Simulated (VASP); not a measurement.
Input of a VASP 6.6.1 run:

File INCAR:

```
SYSTEM = Ir
ALGO = Normal
EDIFF = 1E-6
ENCUT = 520
GGA = PE
ISIF = 2
ISMEAR = -1
LASPH = .True.
LCHARG = .False.
LREAL = .False.
LWAVE = .False.
NBANDS = 16
NELM = 100
PREC = Accurate
SIGMA = 0.1
```

File KPOINTS:

```
k-points
0
Gamma
  15 15 8
  0 0 0
```

Contents of POSCAR:

```
Ir
1.0
    2.6732824085      0.0000000000      0.0000000000
   -1.3366412042      2.3151304772      0.0000000000
    0.0000000000      0.0000000000      4.3357382203
Ir
2
Direct
    0.3333333333      0.6666666667      0.2500000000
    0.6666666667      0.3333333333      0.7500000000
```

Potentials or basis: VASP PAW PBE potentials, release 64 (Ir).

The run is started by

```console
$ cat potpaw_PBE.64/Ir/POTCAR > POTCAR
$ mpirun -np 1 vasp_std > vasp.out
```

Question: What does it give for the band gap on the k mesh?

Answer: Zero (band 9 reaches 12.57 eV, above the bottom of band 10 at 8.98 eV).

Question: Estimate the pressure.

Answer: 36.0 GPa.

Stress tensor (GPa, compression positive):
```
35.82  0.00  0.00
 0.00 35.82  0.00
 0.00  0.00 36.39
```

Caveat: spin-orbit coupling is left out, which moves the levels of the heavy elements.
